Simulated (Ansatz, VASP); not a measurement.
Two plane-wave programs on Si

INCAR

```
PREC = Accurate ; ENCUT = 520
EDIFF = 1E-6 ; ISMEAR = 0
SIGMA = 0.05 ; LREAL = False
LASPH = True ; NELM = 100
ALGO = Normal ; ISIF = 2
LWAVE = False ; LCHARG = False
GGA = PE ; NBANDS = 16
```

File KPOINTS:

```
Automatic mesh
0
Gamma
  8 8 6
```

POSCAR

```
Si
1.0
    0.0000000000     -2.7347607592     -2.7347607592
    0.0000000000      2.7347607592     -2.7347607592
    5.4695215184      0.0000000000      0.0000000000
Si
4
Direct
    0.5163556643      0.5104023542      0.0000000000
   -0.0163556643     -0.0104023542      0.5000000000
    0.9955432726      0.4665856781      0.2500000000
    0.5044567274      0.0334143219      0.7500000000
```

Input for Ansatz:

```yaml
crystal:
  lattice:
    - [0.0, -2.7347607592, -2.7347607592]
    - [0.0, 2.7347607592, -2.7347607592]
    - [5.4695215184, 0.0, 0.0]
  atoms:
    - { symbol: Si, position: [0.5163556643, 0.5104023542, 0.0] }
    - { symbol: Si, position: [-0.0163556643, -0.0104023542, 0.5] }
    - { symbol: Si, position: [0.9955432726, 0.4665856781, 0.25] }
    - { symbol: Si, position: [0.5044567274, 0.0334143219, 0.75] }
basis:
  ecutwfc: 420
kpoints:
  mp_grid: { grid: [8, 8, 6] }
hamiltonian:
  xc: pbe
  pseudopotentials: { kind: paw, azcp: { folder: soft_1 } }
scf:
  occupations: { method: gaussian, width: 0.05 }
output:
  forces: true
  stress: true
  eigenvalues: true
```

Change from the starting cell: mode 4 frozen in at -0.088 Å and mode 9 at -0.060 Å (largest displacements).

Alike in both runs: task single point; functional PBE; k mesh 8 × 8 × 6; occupations gaussian, width 0.05 eV; no spin polarisation.

|  | VASP | Ansatz |
| --- | --- | --- |
| version | VASP 6.6.1 | Ansatz 0.2.0 |
| potentials or method | VASP PAW PBE potentials, release 64 (Si), cutoff 520 eV | scalar-relativistic, plane waves, PAW |
| valence electrons in the cell | 16 | 16 |

Ansatz gave:

```
gap on the k mesh at the Fermi level (eV)                     : 0.54
least direct gap on the mesh (eV)                             : 0.65
pressure (GPa)                                                : 0.4
traceless stress, the component that is largest in VASP (GPa) : -0.45
rms of the force components (eV/Å)                            : 0.715
```

Q: What did VASP give for the same quantities?

A: gap on the k mesh at the Fermi level (eV): 0.54; least direct gap on the mesh (eV): 0.65; pressure (GPa): 0.4; traceless stress, the component that is largest in VASP (GPa): -0.45; rms of the force components (eV/Å): 0.714.

Atom by atom the forces differ by 0.002 eV/Å (rms over components). The functional is the same, so the differences come from potentials, cutoffs and numerics.
